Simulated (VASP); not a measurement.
Set up this calculation in VASP 6.6.1, as the native input.

* Task: relaxation of cell and atoms
* Functional: r2SCAN
* Potentials or basis: VASP PAW PBE potentials, release 64 (Si, O)
* Cutoff: 600 eV
* k mesh: 6 × 6 × 10
* Occupations: fermi-dirac, width 0.02 eV
* Spin: no spin polarisation
* Dipole correction: no
* Further INCAR settings: ALGO = Normal; EDIFF = 1e-07; IBRION = 2; EDIFFG = -0.01; NSW = 80; ISIF = 3

Crystal: SiO2 (Stishovite).

```
Si O
1.0
     4.17730    0.00000    0.00000
     0.00000    4.17730    0.00000
     0.00000    0.00000    2.66520
Si O
2 4
Direct
  0.00000 0.00000 0.00000
  0.50000 0.50000 0.50000
  0.30590 0.30590 0.00000
  0.19410 0.80590 0.50000
  0.69410 0.69410 0.00000
  0.80590 0.19410 0.50000
```

One way to write it, as run:

POSCAR

```
SiO2
1.0
    4.1773000000      0.0000000000      0.0000000000
    0.0000000000      4.1773000000      0.0000000000
    0.0000000000      0.0000000000      2.6652000000
Si O
2 4
Direct
    0.0000000000      0.0000000000      0.0000000000
    0.5000000000      0.5000000000      0.5000000000
    0.3059000000      0.3059000000      0.0000000000
    0.1941000000      0.8059000000      0.5000000000
    0.6941000000      0.6941000000      0.0000000000
    0.8059000000      0.1941000000      0.5000000000
```

INCAR.step1

```
PREC = Accurate
ENCUT = 600
ISMEAR = -1
SIGMA = 0.02
LREAL = F
LASPH = T
NELM = 100
GGA = PE
ALGO = Normal
EDIFF = 1E-4
LWAVE = T
LCHARG = F
```

INCAR.step2

```
PREC = Accurate
ENCUT = 600
EDIFF = 1E-7
ISMEAR = -1
SIGMA = 0.02
LREAL = F
LASPH = T
NELM = 100
ALGO = Normal
ISIF = 3
LWAVE = F
LCHARG = F
METAGGA = R2SCAN
LMIXTAU = T
IBRION = 2
NSW = 80
EDIFFG = -0.01
ISTART = 1
```

KPOINTS

```
regular mesh
0
Gamma
  6 6 10
```

Potentials or basis: VASP PAW PBE potentials, release 64 (Si, O).

Run with:

```bash
$ cat potpaw_PBE.64/Si/POTCAR potpaw_PBE.64/O/POTCAR > POTCAR
$ cp INCAR.step1 INCAR
$ mpirun -np 1 vasp_std > vasp.out
$ cp INCAR.step2 INCAR
$ mpirun -np 1 vasp_std > vasp.out
```

It gave:

```json
{"Relaxed volume": "7.79 Å³/atom", "Relaxed cell": "a = 4.181 Å, b = 4.181 Å, c = 2.672 Å, α = 90.00°, β = 90.00°, γ = 90.00°", "Space group after relaxing (to 0.05 Å)": "P4_2/mnm (No. 136)", "Energy gained by relaxing": "0.2 meV/atom", "Ionic steps": "5", "Pressure after relaxing": "0.0 GPa", "Band gap on the k mesh": "6.51 eV, direct"}
```

Caveat: the PAW data sets were made with another functional, which shifts forces and pressure a little.

Run time: 7.7 min on 1 thread of Intel Xeon 6975P-C (shared host), peak memory 0.22 GiB.
